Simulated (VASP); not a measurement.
HfN2:

```
CELL_PARAMETERS angstrom
4.88893 0.00000 0.00000
0.00000 4.88893 0.00000
0.00000 0.00000 3.25236
ATOMIC_POSITIONS crystal
Hf 0.00000 0.00000 0.00000
Hf 0.50000 0.50000 0.50000
N 0.19511 0.80489 0.50000
N 0.30489 0.30489 0.00000
N 0.69511 0.69511 0.00000
N 0.80489 0.19511 0.50000
```

```yaml
Program: VASP 6.6.1
Task: relaxation of cell and atoms
Functional: LDA
Potentials_or_basis: VASP PAW LDA potentials, release 64 (Hf_pv, N)
Cutoff: 600 eV
k_mesh: 8 × 8 × 12
Occupations: gaussian, width 0.1 eV
Spin: no spin polarisation
```

At the start: pressure 1.9 GPa; volume 12.96 Å³/atom.

Problem. How do energy, volume and symmetry change on relaxing?

Solution. Over 7 steps the energy falls by 3.5 meV/atom and the volume is 13.07 Å³/atom (+0.9 %); space group P4_2/mnm (No. 136, to 0.1 Å) before and after.

Step by step:
```tsv
step	energy change (eV)	largest force (eV/Å)	pressure (GPa)	volume (Å³)
1	0.0000	0.4420	1.88	77.74
2	-0.0038	0.1575	-2.80	79.46
3	-0.0177	0.1186	-0.70	78.64
4	-0.0201	0.0179	0.43	78.21
5	-0.0201	0.0036	0.25	78.27
6	-0.0210	0.0042	0.11	78.38
7	-0.0212	0.0044	0.04	78.43
```

Final structure:
```
CELL_PARAMETERS angstrom
4.90568 0.00000 0.00000
0.00000 4.90568 0.00000
0.00000 0.00000 3.25902
ATOMIC_POSITIONS crystal
Hf 0.00000 0.00000 0.00000
Hf 0.50000 0.50000 0.50000
N 0.19798 0.80202 0.50000
N 0.30202 0.30202 0.00000
N 0.69798 0.69798 0.00000
N 0.80202 0.19798 0.50000
```
